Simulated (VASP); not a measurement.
Crystal: Ta3Cu.

```
Ta Cu
1.0
    -2.01980    2.01980    4.23604
     2.01980   -2.01980    4.23604
     2.01980    2.01980   -4.23604
Ta Cu
3 1
Direct
  0.50000 0.50000 0.00000
  0.25000 0.75000 0.50000
  0.75000 0.25000 0.50000
  0.00000 0.00000 0.00000
```

Base run:

| Quantity | Value |
| --- | --- |
| Program | VASP 6.6.1 |
| Functional | PBE |
| Potentials or basis | VASP PAW PBE potentials, release 64 (Ta_pv, Cu) |
| Cutoff | 520 eV |
| k mesh | 9 × 9 × 9 |
| Occupations | fermi-dirac, width 0.05 eV |
| Spin | no spin polarisation |

Its results: band gap on the k mesh zero (bands 22 and 23 overlap by 1.27 eV); pressure -2.8 GPa.

Task: The run is repeated on the same cell with these changes: functional from PBE to PBEsol. What comes out?

Result: Band gap on the k mesh zero (bands 22 and 23 overlap by 1.27 eV); pressure -9.0 GPa.

PBEsol binds more tightly than PBE, so the same cell stands under less pressure.

Caveats: spin-orbit coupling is left out, which moves the levels of the heavy elements; the cell stands under tension (at least some runs); the PAW data sets were made with another functional, which shifts forces and pressure a little (at least some runs).
